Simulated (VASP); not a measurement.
Mg2ZnO3: single point with PBEsol+D4+U

The system is Mg2ZnO3.

```
CELL_PARAMETERS angstrom
3.03300 0.00000 0.00000
-1.51650 2.62665 0.00000
0.00000 0.00000 7.40332
ATOMIC_POSITIONS crystal
Mg 0.33333 0.66667 0.66580
Mg 0.66667 0.33333 0.33420
Zn 0.00000 0.00000 0.00000
O 0.33333 0.66667 0.17262
O 0.66667 0.33333 0.82738
O 0.00000 0.00000 0.50000
```

| Quantity | Value |
| --- | --- |
| Program | VASP 6.6.1 |
| Task | single point |
| Functional | PBEsol |
| Dispersion | D4 |
| Potentials or basis | VASP PAW PBE potentials, release 64 (Mg, Zn, O) |
| Cutoff | 520 eV |
| k mesh | 7 × 7 × 3 |
| Occupations | gaussian, width 0.01 eV |
| Spin | no spin polarisation |
| Hubbard terms | Zn d U = 2.0 eV |

| Item | Value |
| --- | --- |
| Pressure | -8.9 GPa |
| Largest force | 0.240 eV/Å |
| Band gap on the k mesh | 2.93 eV, indirect (least direct gap 3.02 eV) |
| Dispersion energy per atom | -0.110 eV |

Forces in eV/Å, atoms in the order of the input:
```
Mg   0.000  0.000  0.025
Mg   0.000  0.000 -0.025
Zn   0.000  0.000  0.000
O    0.000  0.000 -0.240
O    0.000  0.000  0.240
O    0.000  0.000  0.000
```

Levels at points of the mesh, in eV from the valence-band top:
| k point | band 15 | band 16 | band 17 | band 18 | band 19 | band 20 |
| --- | --- | --- | --- | --- | --- | --- |
| (0.00, 0.00, 0.00) | -0.32 | -0.09 | -0.09 | 2.93 | 6.34 | 6.61 |

Eigenvalues of the final occupation matrices:
```tsv
site	spin	trace	eigenvalues
site 3 d	1	4.98	0.98 0.98 0.98 1.01 1.01
site 3 d	2	4.98	0.98 0.98 0.98 1.01 1.01
```

It took 34 s on 1 thread of Intel(R) Xeon(R) Platinum 8488C (Sapphire Rapids) (shared host), peak memory 0.19 GiB.

Caveat: the PAW data sets were made with another functional, which shifts forces and pressure a little. A k mesh can miss the band edges.
